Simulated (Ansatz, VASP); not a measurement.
**Al: VASP beside Ansatz**

```
Al
1.0
     0.00000    2.02398    1.97338
     2.02398    0.00000    1.97338
     2.02398    2.02398    0.00000
Al
1
Direct
  0.00000 0.00000 0.00000
```

Change from the starting cell: strain +0.000 along x and y, -0.025 along z, atoms carried along.

Alike in both runs: task single point; functional PBEsol; k mesh 20 × 20 × 20; occupations gaussian, width 0.15 eV; no spin polarisation.

```csv
,VASP,Ansatz
version,VASP 6.6.1,Ansatz 0.2.0
potentials or method,"VASP PAW PBE potentials, release 64 (Al), cutoff 520 eV","scalar-relativistic, plane waves, PAW"
valence electrons in the cell,3,3
```

```tsv
	VASP	Ansatz	Ansatz less VASP
gap on the k mesh at the Fermi level (eV)	none	none	-
pressure (GPa)	0.2	0.1	-0.06
traceless stress, the component that is largest in VASP (GPa)	0.49	0.48	-0.007
```

VASP's potentials were made for PBE, not for PBEsol. A gap of «none» marks a metal or a gap that the smearing closes. With one functional, cell and mesh, what is left measures potentials, basis and numerics.
